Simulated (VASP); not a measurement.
# BaTiO3 (P1) in VASP: single point with PBEsol

Aim: the single point of BaTiO3 with PBEsol.

Everything below comes from runs of VASP 6.6.1. Logs are shortened: lines on timing, memory, paths and dates and some standing lists are left out, and cuts for length are marked.

## (1) The cell of the first run

The typed cell holds 20 atoms: a = 3.994 Å, b = 7.988 Å, c = 7.988 Å, α = 90.00°, β = 90.00°, γ = 90.00°.

## (2) Single point, PBEsol

File INCAR:

```
PREC = Accurate
ENCUT = 520
EDIFF = 1E-6
ISMEAR = -1
SIGMA = 0.02
LREAL = Auto
LASPH = T
NELM = 100
ALGO = Normal
ISIF = 2
LWAVE = F
LCHARG = T
GGA = PS
LELF = T
LVHAR = T
NBANDS = 96
```

File KPOINTS:

```
regular mesh
0
Gamma
  4 2 2
```

File POSCAR:

```
BaTiO3
1.0
    3.9940959633      0.0000000000      0.0000000000
    0.0000000000      7.9881919266      0.0000000000
    0.0000000000      0.0000000000      7.9881919266
Ba Ti O
4 4 12
Direct
    0.4979937934      0.2470968422      0.2526734483
    0.5068849168      0.2490091648      0.7497711691
    0.5019123272      0.7482968680      0.2475291052
    0.5068188192      0.7541977027      0.7471036068
    0.0034177947      0.0036475088      0.0012328197
   -0.0024871711      0.0028505825      0.5000968976
   -0.0011799917      0.5077612102      0.0073363285
   -0.0004281319      0.4959609179      0.5031892119
    0.4933146369     -0.0068461049     -0.0018307021
    0.0014949566      0.2414899414     -0.0016948767
   -0.0090791509      0.0021156227      0.2475451289
    0.4854630479      0.0062959178      0.5077051274
   -0.0117861465      0.2504555497      0.5058884460
   -0.0473674147      0.0014149635      0.7417077675
    0.4944355414      0.4993695741     -0.0009903367
    0.0087035966      0.7520604231      0.0015490364
   -0.0012603603      0.4968890378      0.2434475809
    0.4957752688      0.5016917516      0.5016270311
   -0.0101589948      0.7457573697      0.4990059123
   -0.0143281485      0.4907389602      0.7456570967
```

Potentials or basis: VASP PAW PBE potentials, release 64 (Ba_sv, Ti_sv, O).

Started as:

```bash
cat potpaw_PBE.64/Ba_sv/POTCAR potpaw_PBE.64/Ti_sv/POTCAR potpaw_PBE.64/O/POTCAR > POTCAR
mpirun -np 1 vasp_std > vasp.out
```

OUTCAR:

```text
PREC = Accurate
   ENCUT = 520
   EDIFF = 1E-6
   ISMEAR = -1
   LREAL = Auto
   LASPH = T
   NELM = 100
   ISIF = 2
   GGA = PS

 ion  position               nearest neighbor table
   1  0.498  0.247  0.253-  11 2.78  12 2.80  13 2.82  11 2.82  17 2.82  17 2.83  10 2.84  18 2.84
                            15 2.86  10 2.86  13 2.87   9 2.87   6 3.42   6 3.42   5 3.42   5 3.45
   2  0.507  0.249  0.750-  14 2.66  20 2.72  13 2.74  12 2.74  10 2.80  15 2.82  18 2.83  10 2.83
                            20 2.84  13 2.84   9 2.85  14 2.97   8 3.41   6 3.42   5 3.44   8 3.45
   3  0.502  0.748  0.248-  16 2.78   9 2.79  19 2.80  15 2.81  11 2.82  16 2.82  17 2.82  18 2.83
                            17 2.84  19 2.87  11 2.88  12 2.93   7 3.36   7 3.38   5 3.46   5 3.47
   4  0.507  0.754  0.747-  14 2.66  19 2.77   9 2.77  12 2.78  18 2.81  20 2.84  16 2.84  16 2.85
                            15 2.86  19 2.86  20 2.96  14 2.97   6 3.42   8 3.45   6 3.46   5 3.47
   5  0.003  0.004  0.001-  10 1.90   9 1.96  11 1.97  16 2.01   9 2.04  14 2.08   1 3.42   2 3.44
                             1 3.45   2 3.45   3 3.46   4 3.47   3 3.47   4 3.48
   6  0.998  0.003  0.500-  14 1.94  12 1.95  13 1.98  11 2.02  12 2.05  19 2.05   4 3.42   2 3.42
                             1 3.42   1 3.42   4 3.46   2 3.46   3 3.48   3 3.50
   7  0.999  0.508  0.007-  17 1.89  16 1.95  15 1.98  15 2.02  20 2.10  10 2.13   3 3.36   3 3.38
                             4 3.47   1 3.49   1 3.49   4 3.51   2 3.52   2 3.55
   8  1.000  0.496  0.503-  20 1.94  13 1.96  18 1.98  19 2.00  18 2.01  17 2.07   2 3.41   2 3.45
                             1 3.45   4 3.45   1 3.46   4 3.49   3 3.49   3 3.50
   9  0.493  0.993  0.998-   5 1.96   5 2.04   4 2.77   3 2.79   2 2.85   1 2.87
  10  0.001  0.241  0.998-   5 1.90   7 2.13   2 2.80   2 2.83   1 2.84   1 2.86
  11  0.991  0.002  0.248-   5 1.97   6 2.02   1 2.78   3 2.82   1 2.82   3 2.88
  12  0.485  0.006  0.508-   6 1.95   6 2.05   2 2.74   4 2.78   1 2.80   3 2.93
  13  0.988  0.250  0.506-   8 1.96   6 1.98   2 2.74   1 2.82   2 2.84   1 2.87
  14  0.953  0.001  0.742-   6 1.94   5 2.08   4 2.66   2 2.66   4 2.97   2 2.97
  15  0.494  0.499  0.999-   7 1.98   7 2.02   3 2.81   2 2.82   1 2.86   4 2.86
  16  0.009  0.752  0.002-   7 1.95   5 2.01   3 2.78   3 2.82   4 2.84   4 2.85
  17  0.999  0.497  0.243-   7 1.89   8 2.07   1 2.82   3 2.82   1 2.83   3 2.84
  18  0.496  0.502  0.502-   8 1.98   8 2.01   4 2.81   3 2.83   2 2.83   1 2.84
  19  0.990  0.746  0.499-   8 2.00   6 2.05   4 2.77   3 2.80   4 2.86   3 2.87
  20  0.986  0.491  0.746-   8 1.94   7 2.10   2 2.72   2 2.84   4 2.84   4 2.96

  LATTYP: Found a simple tetragonal cell.
 ALAT       =     7.9881919266
 C/A-ratio  =     0.5000000000

  Lattice vectors:

 A1 = (   0.0000000000,   7.9881919266,   0.0000000000)
 A2 = (   0.0000000000,   0.0000000000,   7.9881919266)
 A3 = (   3.9940959633,   0.0000000000,   0.0000000000)

Analysis of symmetry for initial positions (statically):
=====================================================================
 Subroutine PRICEL returns:
 Original cell was already a primitive cell.

 Routine SETGRP: Setting up the symmetry group for a
 simple tetragonal supercell.

 Subroutine GETGRP returns: Found  1 space group operations
 (whereof  1 operations were pure point group operations)
 out of a pool of 16 trial point group operations.

The static configuration has the point symmetry C_1 .

Analysis of symmetry for dynamics (positions and initial velocities):
=====================================================================
 Subroutine PRICEL returns:
 Original cell was already a primitive cell.

 Routine SETGRP: Setting up the symmetry group for a
 simple tetragonal supercell.

 Subroutine GETGRP returns: Found  1 space group operations
 (whereof  1 operations were pure point group operations)
 out of a pool of 16 trial point group operations.

The dynamic configuration has the point symmetry C_1 .

 Subroutine INISYM returns: Found  1 space group operations
 (whereof  1 operations are pure point group operations),
 and found     1 'primitive' translations

----------------------------------------------------------------------------------------

                                     Primitive cell

  volume of cell :     254.8681

  direct lattice vectors                    reciprocal lattice vectors
     3.994095963  0.000000000  0.000000000     0.250369548  0.000000000  0.000000000
     0.000000000  7.988191927  0.000000000     0.000000000  0.125184774  0.000000000
     0.000000000  0.000000000  7.988191927     0.000000000  0.000000000  0.125184774

  length of vectors
     3.994095963  7.988191927  7.988191927     0.250369548  0.125184774  0.125184774

  position of ions in fractional coordinates (direct lattice)
[... 58 lines left out ...]

  Length of vectors
     0.062592387  0.062592387  0.062592387

  Shift w.r.t. Gamma in fractional coordinates (k-lattice)
     0.000000000  0.000000000  0.000000000

 Subroutine IBZKPT returns following result:
 ===========================================

 Found     12 irreducible k-points:

 Following reciprocal coordinates:
            Coordinates               Weight
  0.000000  0.000000  0.000000      1.000000
  0.250000  0.000000  0.000000      2.000000
  0.500000  0.000000  0.000000      1.000000
  0.000000  0.500000  0.000000      1.000000
  0.000000  0.000000  0.500000      1.000000
  0.250000  0.500000  0.000000      2.000000
  0.250000  0.000000  0.500000      2.000000
  0.500000  0.500000  0.000000      1.000000
  0.500000  0.000000  0.500000      1.000000
  0.000000  0.500000  0.500000      1.000000
  0.250000  0.500000  0.500000      2.000000
  0.500000  0.500000  0.500000      1.000000
   k-points           NKPTS =     12   k-points in BZ     NKDIM =     12   number of bands    NBANDS=     96
   number of dos      NEDOS =    301   number of ions     NIONS =     20
   total plane-waves  NPLWV = 108000
   dimension x,y,z NGX =    30 NGY =   60 NGZ =   60
   dimension x,y,z NGXF=    60 NGYF=  120 NGZF=  120
   ions per type =               4   4  12
   NGX,Y,Z   is equivalent  to a cutoff of  12.49, 12.49, 12.49 a.u.
   NGXF,Y,Z  is equivalent  to a cutoff of  24.97, 24.97, 24.97 a.u.
 SYSTEM =  unknown system
   PREC   = accura    normal or accurate (medium, high low for compatibility)
   ISTART =      0    job   : 0-new  1-cont  2-samecut
   ICHARG =      2    charge: 1-file 2-atom 10-const
   ISPIN  =      1    spin polarized calculation?
   LNONCOLLINEAR =      F non collinear calculations
   LSORBIT =      F    spin-orbit coupling
   LASPH  =      T    aspherical Exc in radial PAW
   ENCUT  =  520.0 eV  38.22 Ry    6.18 a.u.   7.43 14.85 14.85*2*pi/ulx,y,z
   NELM   =    100;   NELMIN=  2; NELMDL= -5     # of ELM steps
   EDIFF  = 0.1E-05   stopping-criterion for ELM
   LREAL  =      T    real-space projection
   EDIFFG = 0.1E-04   stopping-criterion for IOM
   NSW    =      0    number of steps for IOM
   IBRION =     -1    ionic relax: 0-MD 1-quasi-New 2-CG
   NFREE  =      0    steps in history (QN), initial steepest desc. (CG)
   ISIF   =      2    stress and relaxation
   ISYM   =      2    0-nonsym 1-usesym 2-fastsym
   POTIM  = 0.5000    time-step for ionic-motion
   TEBEG  =    0.0;   TEEND  =   0.0 temperature during run
   PSTRESS=    0.0 pullay stress
   NELECT =     160.0000    total number of electrons
   NUPDOWN=      -1.0000    fix difference up-down
   EMIN   =  10.00;   EMAX   =-10.00  energy-range for DOS
   EFERMI =   0.00;   METHOD = LEGACY
   ISMEAR =    -1;   SIGMA  =   0.02  broadening in eV -4-tet -1-fermi 0-gaus
   EFERMI_NEDOS =   21; number of points for ismear=-14 and -15
   IALGO  =     38    algorithm
   IMIX   =      4    mixing-type and parameters
     AMIX     =   0.40;   BMIX     =  1.00
     AMIX_MAG =   1.60;   BMIX_MAG =  1.00
  volume/ion in A,a.u.               =      12.74        86.00
  Fermi-wavevector in a.u.,A,eV,Ry     =   1.401769  2.648959 26.734839  1.964955
  Thomas-Fermi vector in A             =   2.524597
   LORBIT       =      0    0 simple, 1 ext, 2 COOP (PROOUT), +10 PAW based schemes
   GGA     = PS    functional components
   LHFCALC =     F    Hartree Fock is set to
   AEXX    =    0.0000 exact exchange contribution
   IVDW    =     0    specifies the selected vdW correction
   LEPSILON=     F    determine dielectric tensor
   LRPA    =     F    only Hartree local field effects (RPA)
 non-spin polarized calculation
  energy-cutoff  :      520.00
  volume of cell :      254.87
 maximum number of plane-waves:      6940
 NGX is ok and might be reduce to    30
   NGX = 15   NGY = 29   NGZ = 29

 number of electron     159.9999980 magnetization

 Free energy of the ion-electron system (eV)
  ---------------------------------------------------
  ext. energy  EPLUGINS =         0.00000000
  ---------------------------------------------------
  free energy    TOTEN  =      -167.61455418 eV

  energy without entropy =     -167.61455418  energy(sigma->0) =     -167.61455418

 E-fermi :   4.2311     XC(G=0): -11.5456

 val. band max:        3.7571182719   @ k =   0.5000   0.0000   0.0000
 cond. band min:       5.5379250168   @ k =   0.0000   0.0000   0.0000
 fundamental gap:      1.7808067449
 Fermi energy:         4.2310645155

 k-point     1 :       0.0000    0.0000    0.0000
  band No.  band energies     occupation
      1     -52.6450      2.00000
      2     -52.5752      2.00000
      3     -52.5297      2.00000
      4     -52.5120      2.00000
      5     -29.0259      2.00000
      6     -29.0056      2.00000
[... 1129 lines left out ...]
     91       7.5703      0.00000
     92       7.6002      0.00000
 [bands above 92 left out]

------------------------ aborting loop because EDIFF is reached ----------------------------------------

  FORCE on cell =-STRESS in cart. coord.  units (eV):
  Direction    XX          YY          ZZ          XY          YZ          ZX
  --------------------------------------------------------------------------------------
  -------------------------------------------------------------------------------------
  Total       -1.0373984     -0.0317333     -0.6002067      0.0567150      0.0749483      0.0718788
  in kB       -6.5213974     -0.1994851     -3.7730796      0.3565276      0.4711478      0.4518518
  external PRESSURE =      -3.4979874 kB  Pullay stress =       0.0000000 kB

 VOLUME and BASIS-vectors are now :
 -----------------------------------------------------------------------------
  energy-cutoff  :      520.00
  volume of cell :      254.87
      direct lattice vectors                 reciprocal lattice vectors
     3.994095963  0.000000000  0.000000000     0.250369548  0.000000000  0.000000000
     0.000000000  7.988191927  0.000000000     0.000000000  0.125184774  0.000000000
     0.000000000  0.000000000  7.988191927     0.000000000  0.000000000  0.125184774

 POSITION                                       TOTAL-FORCE (eV/Angst)
 -----------------------------------------------------------------------------------
      1.98903      1.97386      2.01840        -0.038314      0.123419     -0.261239
      2.02455      1.98913      5.98932        -0.390287      0.269777      0.284676
      2.00469      5.97754      1.97731        -0.108392      0.200723      0.373138
      2.02428      6.02468      5.96801        -0.320662     -0.391624     -0.016803
      0.01365      0.02914      0.00985         0.126528      0.450594     -0.050815
      3.98416      0.02277      3.99487         0.293922     -0.347912      0.551559
[... 12 lines left out ...]
      3.95352      5.95725      3.98615         0.123518      0.335929     -0.204993
      3.93687      3.92012      5.95645         0.238653      0.478054      0.108101
 -----------------------------------------------------------------------------------
    total drift:                                0.008624      0.004951     -0.002923

  FREE ENERGIE OF THE ION-ELECTRON SYSTEM (eV)
  ---------------------------------------------------
  free  energy   TOTEN  =      -167.6145541832 eV

  energy  without entropy=     -167.6145541832  energy(sigma->0) =     -167.61455418
```

It took 12 min on 1 thread of Oxide Virtual Turin-like, shared host; peak memory 0.39 GiB.

What came out:

```yaml
Free_energy: -167.6146 eV
Pressure: -0.3 GPa
Largest_force: 1.160 eV/Å
Band_gap_on_the_k_mesh: 1.78 eV
```

Forces in eV/Å, atoms in the order of the input:
```
Ba  -0.038  0.123 -0.261
Ba  -0.390  0.270  0.285
Ba  -0.108  0.201  0.373
Ba  -0.321 -0.392 -0.017
Ti   0.127  0.451 -0.051
Ti   0.294 -0.348  0.552
Ti   0.172 -0.173 -0.618
Ti   0.123  0.569  0.985
O   -0.266  0.143  0.038
O   -0.077  0.221  0.093
O   -0.079 -0.120  0.230
O   -0.430 -0.246 -0.712
O    0.146 -0.108 -0.729
O    1.050 -0.275  0.412
O    0.110  0.045  0.054
O   -0.307 -0.864 -0.186
O   -0.111 -0.075  0.103
O   -0.257 -0.235 -0.453
O    0.124  0.336 -0.205
O    0.239  0.478  0.108
```

Stress tensor (GPa, compression positive):
```
-0.65  0.04  0.05
 0.04 -0.02  0.05
 0.05  0.05 -0.38
```

Caveat: the PAW data sets were made with another functional, which shifts forces and pressure a little; spin-orbit coupling is left out, which moves the levels of the heavy elements.
